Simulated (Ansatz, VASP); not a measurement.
**As in VASP and in Ansatz**

```
As
1.0
    -1.64696    1.64696    1.64696
     1.64696   -1.64696    1.64696
     1.64696    1.64696   -1.64696
As
1
Direct
  0.00000 0.00000 0.00000
```

Alike in both runs: task single point; functional LDA; k mesh 18 × 18 × 18; occupations fermi-dirac, width 0.08 eV; no spin polarisation.

```csv
,VASP,Ansatz
version,VASP 6.6.1,Ansatz 0.2.0
potentials or method,"VASP PAW LDA potentials, release 64 (As), cutoff 520 eV","all-electron LAPW, scalar-relativistic"
```

```tsv
	VASP	Ansatz	Ansatz less VASP
pressure (GPa)	0.3	0.0	-0.28
```

LDA's correlation is that of Perdew and Zunger in VASP and of Perdew and Wang (1992) in Ansatz. Ansatz ran all-electron here, and VASP with PAW potentials.
